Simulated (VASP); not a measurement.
# WSe2 (P6_3/mmc) in VASP: further runs, part 3 of 3

VASP 6.6.1.

### Step 4. Single point, PBE

This run uses another cell than the first one, of 17.02 Å³/atom.

INCAR reads:

```
  PREC = Accurate
  ENCUT = 520
  EDIFF = 1E-6
  ISMEAR = 0
  SIGMA = 0.02
  LREAL = F
  LASPH = T
  NELM = 80
  ALGO = Normal
  ISIF = 2
  LWAVE = F
  LCHARG = F
  GGA = PE
  NBANDS = 35
```

KPOINTS reads:

```
regular mesh
0
Gamma
  12 12 4
```

POSCAR reads:

```
WSe2
1.0
    3.1535024997      0.0000000000      0.0000000000
   -1.5767512498      2.7310132757      0.0000000000
    0.0000000000      0.0000000000     11.8585674449
W Se
2 4
Direct
    0.6666666667      0.3333333333      0.7500000000
    0.3333333333      0.6666666667      0.2500000000
    0.3333333333      0.6666666667      0.8932597041
    0.6666666667      0.3333333333      0.3932597041
    0.3333333333      0.6666666667      0.6067402959
    0.6666666667      0.3333333333      0.1067402959
```

Potentials or basis: VASP PAW PBE potentials, release 64 (W_sv, Se).

Run with:

```bash
cat potpaw_PBE.64/W_sv/POTCAR potpaw_PBE.64/Se/POTCAR > POTCAR
mpirun -np 1 vasp_std > vasp.out
```

OUTCAR:

```text
PREC = Accurate
   ENCUT = 520
   EDIFF = 1E-6
   ISMEAR = 0
   LREAL = F
   LASPH = T
   NELM = 80
   ISIF = 2
   GGA = PE

 ion  position               nearest neighbor table
   1  0.667  0.333  0.750-   3 2.49   5 2.49   3 2.49   5 2.49   3 2.49   5 2.49
   2  0.333  0.667  0.250-   4 2.49   6 2.49   4 2.49   6 2.49   4 2.49   6 2.49
   3  0.333  0.667  0.893-   1 2.49   1 2.49   1 2.49
   4  0.667  0.333  0.393-   2 2.49   2 2.49   2 2.49
   5  0.333  0.667  0.607-   1 2.49   1 2.49   1 2.49
   6  0.667  0.333  0.107-   2 2.49   2 2.49   2 2.49

  LATTYP: Found a hexagonal cell.
 ALAT       =     3.1535024997
 C/A-ratio  =     3.7604433312

  Lattice vectors:

 A1 = (   3.1535024997,   0.0000000000,   0.0000000000)
 A2 = (  -1.5767512498,   2.7310132757,   0.0000000000)
 A3 = (   0.0000000000,   0.0000000000,  11.8585674449)

Analysis of symmetry for initial positions (statically):
=====================================================================
 Subroutine PRICEL returns:
 Original cell was already a primitive cell.

 Routine SETGRP: Setting up the symmetry group for a
 hexagonal supercell.

 Subroutine GETGRP returns: Found 24 space group operations
 (whereof 12 operations were pure point group operations)
 out of a pool of 24 trial point group operations.

The static configuration has the point symmetry D_3d.
 The point group associated with its full space group is D_6h.

Analysis of symmetry for dynamics (positions and initial velocities):
=====================================================================
 Subroutine PRICEL returns:
 Original cell was already a primitive cell.

 Routine SETGRP: Setting up the symmetry group for a
 hexagonal supercell.

 Subroutine GETGRP returns: Found 24 space group operations
 (whereof 12 operations were pure point group operations)
 out of a pool of 24 trial point group operations.

The dynamic configuration has the point symmetry D_3d.
 The point group associated with its full space group is D_6h.

 Subroutine INISYM returns: Found 24 space group operations
 (whereof 12 operations are pure point group operations),
 and found     1 'primitive' translations

----------------------------------------------------------------------------------------

                                     Primitive cell

  volume of cell :     102.1290

  direct lattice vectors                    reciprocal lattice vectors
     3.153502500  0.000000000  0.000000000     0.317107724  0.183082230  0.000000000
    -1.576751250  2.731013276  0.000000000     0.000000000  0.366164460  0.000000000
     0.000000000  0.000000000 11.858567445     0.000000000  0.000000000  0.084327218

  length of vectors
     3.153502500  3.153502500 11.858567445     0.366164460  0.366164460  0.084327218

  position of ions in fractional coordinates (direct lattice)
     0.666666667  0.333333333  0.750000000
     0.333333333  0.666666667  0.250000000
     0.333333333  0.666666667  0.893259704
     0.666666667  0.333333333  0.393259704
     0.333333333  0.666666667  0.606740296
     0.666666667  0.333333333  0.106740296

  ion indices of the primitive-cell ions
   primitive index   ion index
                 1           1
                 2           2
                 3           3
                 4           4
                 5           5
                 6           6

[... 31 lines left out ...]
  0.250000  0.000000  0.000000      6.000000
  0.333333  0.000000  0.000000      6.000000
  0.416667  0.000000  0.000000      6.000000
[... 16 lines left out ...]
  0.250000  0.000000  0.250000     12.000000
  0.333333  0.000000  0.250000     12.000000
 [... further k-points ...]
   k-points           NKPTS =     57   k-points in BZ     NKDIM =     57   number of bands    NBANDS=     35
   number of dos      NEDOS =    301   number of ions     NIONS =      6
   total plane-waves  NPLWV =  51840
   dimension x,y,z NGX =    24 NGY =   24 NGZ =   90
   dimension x,y,z NGXF=    48 NGYF=   48 NGZF=  180
   ions per type =               2   4
   NGX,Y,Z   is equivalent  to a cutoff of  12.65, 12.65, 12.62 a.u.
   NGXF,Y,Z  is equivalent  to a cutoff of  25.30, 25.30, 25.23 a.u.
 SYSTEM =  unknown system
   PREC   = accura    normal or accurate (medium, high low for compatibility)
   ISTART =      0    job   : 0-new  1-cont  2-samecut
   ICHARG =      2    charge: 1-file 2-atom 10-const
   ISPIN  =      1    spin polarized calculation?
   LNONCOLLINEAR =      F non collinear calculations
   LSORBIT =      F    spin-orbit coupling
   LASPH  =      T    aspherical Exc in radial PAW
   ENCUT  =  520.0 eV  38.22 Ry    6.18 a.u.   5.86  5.86 22.05*2*pi/ulx,y,z
   NELM   =     80;   NELMIN=  2; NELMDL= -5     # of ELM steps
   EDIFF  = 0.1E-05   stopping-criterion for ELM
   LREAL  =      F    real-space projection
   EDIFFG = 0.1E-04   stopping-criterion for IOM
   NSW    =      0    number of steps for IOM
   IBRION =     -1    ionic relax: 0-MD 1-quasi-New 2-CG
   NFREE  =      0    steps in history (QN), initial steepest desc. (CG)
   ISIF   =      2    stress and relaxation
   ISYM   =      2    0-nonsym 1-usesym 2-fastsym
   POTIM  = 0.5000    time-step for ionic-motion
   TEBEG  =    0.0;   TEEND  =   0.0 temperature during run
   PSTRESS=    0.0 pullay stress
   NELECT =      52.0000    total number of electrons
   NUPDOWN=      -1.0000    fix difference up-down
   EMIN   =  10.00;   EMAX   =-10.00  energy-range for DOS
   EFERMI =   0.00;   METHOD = LEGACY
   ISMEAR =     0;   SIGMA  =   0.02  broadening in eV -4-tet -1-fermi 0-gaus
   EFERMI_NEDOS =   21; number of points for ismear=-14 and -15
   IALGO  =     38    algorithm
   IMIX   =      4    mixing-type and parameters
     AMIX     =   0.40;   BMIX     =  1.00
     AMIX_MAG =   1.60;   BMIX_MAG =  1.00
  volume/ion in A,a.u.               =      17.02       114.87
  Fermi-wavevector in a.u.,A,eV,Ry     =   1.307253  2.470349 23.251126  1.708910
  Thomas-Fermi vector in A             =   2.438000
   LORBIT       =      0    0 simple, 1 ext, 2 COOP (PROOUT), +10 PAW based schemes
   GGA     = PE    functional components
   LHFCALC =     F    Hartree Fock is set to
   AEXX    =    0.0000 exact exchange contribution
   IVDW    =     0    specifies the selected vdW correction
   LEPSILON=     F    determine dielectric tensor
   LRPA    =     F    only Hartree local field effects (RPA)
 non-spin polarized calculation
 Gauss-broadening in eV      SIGMA  =   0.02
  energy-cutoff  :      520.00
  volume of cell :      102.13
 maximum number of plane-waves:      2778
 NGX is ok and might be reduce to    24
   NGX = 11   NGY = 11   NGZ = 45

 number of electron      51.9999994 magnetization

 Free energy of the ion-electron system (eV)
  ---------------------------------------------------
  ext. energy  EPLUGINS =         0.00000000
  ---------------------------------------------------
  free energy    TOTEN  =       -41.93983043 eV

  energy without entropy =      -41.93983043  energy(sigma->0) =      -41.93983043

 E-fermi :   8.8327     XC(G=0): -11.8077

 val. band max:        8.6593227482   @ k =   0.0000   0.0000   0.0000
 cond. band min:       9.0330496843   @ k =   0.1667   0.1667   0.0000
 fundamental gap:      0.3737269361
 Fermi energy:         8.8327477390

 k-point     1 :       0.0000    0.0000    0.0000
  band No.  band energies     occupation
      1     -65.7465      2.00000
      2     -65.7465      2.00000
      3     -30.1058      2.00000
      4     -30.1056      2.00000
      5     -29.8419      2.00000
      6     -29.8419      2.00000
[... 901 lines left out ...]
     34      13.0395      0.00000
     35      13.9048      0.00000

 [... further k-points ...]

------------------------ aborting loop because EDIFF is reached ----------------------------------------

  FORCE on cell =-STRESS in cart. coord.  units (eV):
  Direction    XX          YY          ZZ          XY          YZ          ZX
  --------------------------------------------------------------------------------------
  -------------------------------------------------------------------------------------
  Total       13.0700751     13.0700751     13.1680533      0.0000000      0.0000000      0.0000000
  in kB      205.0404029    205.0404029    206.5774629      0.0000000      0.0000000      0.0000000
  external PRESSURE =     205.5527562 kB  Pullay stress =       0.0000000 kB

 VOLUME and BASIS-vectors are now :
 -----------------------------------------------------------------------------
  energy-cutoff  :      520.00
  volume of cell :      102.13
      direct lattice vectors                 reciprocal lattice vectors
     3.153502500  0.000000000  0.000000000     0.317107724  0.183082230  0.000000000
    -1.576751250  2.731013276  0.000000000     0.000000000  0.366164460  0.000000000
     0.000000000  0.000000000 11.858567445     0.000000000  0.000000000  0.084327218

 POSITION                                       TOTAL-FORCE (eV/Angst)
 -----------------------------------------------------------------------------------
      1.57675      0.91034      8.89393         0.000000     -0.000000      0.000000
     -0.00000      1.82068      2.96464        -0.000000      0.000000      0.000000
     -0.00000      1.82068     10.59278         0.000000      0.000000      0.059764
      1.57675      0.91034      4.66350        -0.000000     -0.000000      0.059764
     -0.00000      1.82068      7.19507         0.000000      0.000000     -0.059764
      1.57675      0.91034      1.26579         0.000000     -0.000000     -0.059764
 -----------------------------------------------------------------------------------
    total drift:                               -0.000000      0.000000     -0.000000

  FREE ENERGIE OF THE ION-ELECTRON SYSTEM (eV)
  ---------------------------------------------------
  free  energy   TOTEN  =       -41.9398304304 eV

  energy  without entropy=      -41.9398304304  energy(sigma->0) =      -41.93983043
```

stdout:

```text
POSCAR found type information on POSCAR W Se
 POSCAR found :  2 types and       6 ions
 scaLAPACK will be used
 LDA part: xc-table for (Slater+PW92), standard interpolation
 POSCAR, INCAR and KPOINTS ok, starting setup
 FFT: planning ... GRIDC
 FFT: planning ... GRID_SOFT
 FFT: planning ... GRID
 WAVECAR not read
 entering main loop
```

Run time: 99 s. Hardware: 1 thread of Intel Xeon 6975P-C (Granite Rapids), shared host; peak memory 0.32 GiB.

What came out:

```yaml
Free_energy: -41.9398 eV
Pressure: 20.6 GPa
Largest_force: 0.060 eV/Å
Band_gap_on_the_k_mesh: 0.37 eV (least direct gap 1.11 eV)
```

Forces in eV/Å, atoms in the order of the input:
```
W    0.000  0.000  0.000
W    0.000  0.000  0.000
Se   0.000  0.000  0.060
Se   0.000  0.000  0.060
Se   0.000  0.000 -0.060
Se   0.000  0.000 -0.060
```

Caveat: the cell stands under pressure; spin-orbit coupling is left out, which moves the levels of the heavy elements.

### Step 5. Single point, PBE (equal strain along all axes, cell held: +3.0 %, then relaxed in part)

INCAR reads:

```
PREC = Accurate ; ENCUT = 520
EDIFF = 1E-6 ; ISMEAR = 0
SIGMA = 0.02 ; LREAL = F
LASPH = T ; NELM = 100
ALGO = Normal ; ISIF = 2
LWAVE = F ; LCHARG = F
GGA = PE ; NBANDS = 35
```

KPOINTS reads:

```
Automatic mesh
0
Gamma
  12 12 2
```

POSCAR reads:

```
WSe2
1.0
    3.4206162797      0.0000000000      0.0000000000
   -1.7103081398      2.9623405948      0.0000000000
    0.0000000000      0.0000000000     15.4951355283
W Se
2 4
Direct
    0.6666666667      0.3333333333      0.7500000000
    0.3333333333      0.6666666667      0.2500000000
    0.3333333333      0.6666666667      0.8560371935
    0.6666666667      0.3333333333      0.3560371935
    0.3333333333      0.6666666667      0.6439628065
    0.6666666667      0.3333333333      0.1439628065
```

Run with:

```bash
cat potpaw_PBE.64/W_sv/POTCAR potpaw_PBE.64/Se/POTCAR > POTCAR
mpirun -np 1 vasp_std > vasp.out
```

It took 8.1 min on 1 thread of Intel Xeon 8259CL, shared host; peak memory 0.39 GiB.

The run converged. Its results:

| Property | Result |
| --- | --- |
| Free energy | -43.1180 eV |
| Pressure | -3.1 GPa |
| Largest force | 0.039 eV/Å |
| Band gap on the k mesh | 1.03 eV (least direct gap 1.21 eV) |

Forces on the atoms (eV/Å):
```
W    0.000  0.000  0.000
W    0.000  0.000  0.000
Se   0.000  0.000  0.039
Se   0.000  0.000  0.039
Se   0.000  0.000 -0.039
Se   0.000  0.000 -0.039
```

Stress tensor (GPa, compression positive):
```
-4.73  0.00  0.00
 0.00 -4.73  0.00
 0.00  0.00  0.20
```

Levels at points of the mesh, in eV from the valence-band top:
```
           k point  band 24  band 25  band 26  band 27  band 28  band 29
(0.00, 0.00, 0.00)    -1.61    -0.34     0.00     2.51     2.51     2.51
(0.50, 0.00, 0.00)    -1.35    -1.04    -1.02     1.84     1.85     2.21
(0.00, 0.00, 0.50)    -1.61    -0.13    -0.13     2.51     2.51     2.51
(0.50, 0.00, 0.50)    -1.36    -1.03    -1.03     1.84     1.84     2.22
```

Caveat: the cell differs from its parent crystal (equal strain along all axes, cell held: +3.0 %, then relaxed in part); the cell stands under tension; spin-orbit coupling is left out, which moves the levels of the heavy elements; this functional lacks dispersion, which binds the layers, so the pressure and a relaxed spacing across them are unreliable. A k mesh can miss the band edges.

### Step 6. Summary

| cell | k mesh | gap on the mesh (eV) | pressure (GPa) | largest force (eV/Å) |
| --- | --- | --- | --- | --- |
| a = 3.298, b = 3.298, c = 13.213 Å, angles 90.0, 90.0, 120.0°, 6 atoms, atomic positions A | 12 × 12 × 2 | 1.05 | 2.3 | 0.04 |
| a = 3.154, b = 3.154, c = 11.859 Å, angles 90.0, 90.0, 120.0°, 6 atoms, atomic positions B | 12 × 12 × 4 | 0.37 | 20.6 | 0.06 |
| a = 3.421, b = 3.421, c = 15.495 Å, angles 90.0, 90.0, 120.0°, 6 atoms, atomic positions C | 12 × 12 × 2 | 1.03 | -3.1 | 0.04 |

Alike in all rows: task single point; level PBE; potentials or basis VASP PAW PBE potentials, release 64 (W_sv, Se); no spin polarisation; cutoff (eV) 520; smearing gaussian 0.02 eV.

Caveats: spin-orbit coupling is left out, which moves the levels of the heavy elements; this functional lacks dispersion, which binds the layers, so the pressure and a relaxed spacing across them are unreliable (at least some runs); the cell stands under pressure (at least some runs); the cell stands under tension (at least some runs).

Total energies depend on the potentials used, so only differences within one code and one set of settings carry meaning.
